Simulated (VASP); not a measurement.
A run of VASP 6.6.1 is set up as follows.

The input INCAR:

```
PREC = Accurate ; ENCUT = 520
EDIFF = 1E-7 ; ISMEAR = 0
SIGMA = 0.15 ; LREAL = F
LASPH = T ; NELM = 100
ALGO = Normal ; ISIF = 2
LWAVE = F ; LCHARG = T
LELF = T ; LVHAR = T
NBANDS = 16
```

The input KPOINTS:

```
regular mesh
0
Gamma
  18 18 18
```

POSCAR

```
GaSb
1.0
   -2.8566877750      2.8566877750      1.5907070000
    2.8566877750     -2.8566877750      1.5907070000
    2.8566877750      2.8566877750     -1.5907070000
Ga Sb
1 1
Direct
    0.2500000000      0.7500000000      0.5000000000
    0.0000000000      0.0000000000      0.0000000000
```

Potentials or basis: VASP PAW LDA potentials, release 64 (Ga_d, Sb).

Command:

```bash
$ cat potpaw_LDA.64/Ga_d/POTCAR potpaw_LDA.64/Sb/POTCAR > POTCAR
$ mpirun -np 1 vasp_std > vasp.out
```

Task: What does it give for the band gap on the k mesh?

Result: Zero (band 9 reaches 7.15 eV, above the bottom of band 10 at 2.85 eV).

Task: Predict the pressure.

Result: -6.9 GPa.

Stress tensor (GPa, compression positive):
```
-7.30  0.00  0.00
 0.00 -7.30  0.00
 0.00  0.00 -6.09
```

Caveat: the cell differs from its parent crystal (strain +0.0375 x Voigt [1, 1, 0, 0, 0, 0]); spin-orbit coupling is left out, which moves the levels of the heavy elements.
